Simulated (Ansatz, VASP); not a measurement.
**Ga in VASP and in Ansatz**

INCAR

```
ALGO = Normal
EDIFF = 1E-6
ENCUT = 520
GGA = PE
ISIF = 2
ISMEAR = -1
LASPH = True
LCHARG = False
LREAL = False
LWAVE = False
NBANDS = 34
NELM = 100
PREC = Accurate
SIGMA = 1.0
```

File KPOINTS:

```
k-points
0
Gamma
  8 8 7
```

File POSCAR:

```
Ga
1.0
    2.3107968683     -3.8729233244      0.0000000000
    2.3107968683      3.8729233244      0.0000000000
    0.0000000000      0.0000000000      4.5463111460
Ga
4
Direct
    0.8442122196      0.1557877804      0.0839449706
    0.6557877804      0.3442122196      0.5839449706
    0.1557877804      0.8442122196      0.9160550294
    0.3442122196      0.6557877804      0.4160550294
```

Input for Ansatz:

```yaml
crystal:
  lattice:
    - [2.3107968683, -3.8729233244, 0.0]
    - [2.3107968683, 3.8729233244, 0.0]
    - [0.0, 0.0, 4.546311146]
  atoms:
    - { symbol: Ga, position: [0.8442122196, 0.1557877804, 0.0839449706] }
    - { symbol: Ga, position: [0.6557877804, 0.3442122196, 0.5839449706] }
    - { symbol: Ga, position: [0.1557877804, 0.8442122196, 0.9160550294] }
    - { symbol: Ga, position: [0.3442122196, 0.6557877804, 0.4160550294] }
hamiltonian:
  xc: pbe
  pseudopotentials:
    kind: paw
    azcp:
      Ga: "pseudopotentials/Ga.paw.azcp"
basis:
  ecutwfc: 420
  fft_grid_basis: typed
kpoints:
  mp_grid: { grid: [8, 8, 7], shift: [0, 0, 0] }
magnetization:
  spin_polarized: false
scf:
  occupations: { method: fermi_dirac, width: 1.0 }
  lower_state_search: "off"
output:
  stress: true
```

Alike in both runs: task single point; functional PBE; k mesh 8 × 8 × 7; occupations fermi-dirac, width 1 eV; no spin polarisation.

|  | VASP | Ansatz |
| --- | --- | --- |
| version | VASP 6.6.1 | Ansatz 0.2.0 |
| potentials or method | VASP PAW PBE potentials, release 64 (Ga_d), cutoff 520 eV | plane waves (420 eV) with PAW, scalar-relativistic |
| valence electrons in the cell | 52 | 52 |

VASP gave:

| Property | Result |
| --- | --- |
| pressure (GPa) | 5.1 |
| traceless stress, the component that is largest in VASP (GPa) | 0.20 |

Task: Which values does Ansatz return?

Result: Pressure (GPa): 5.0; traceless stress, the component that is largest in VASP (GPa): 0.19.
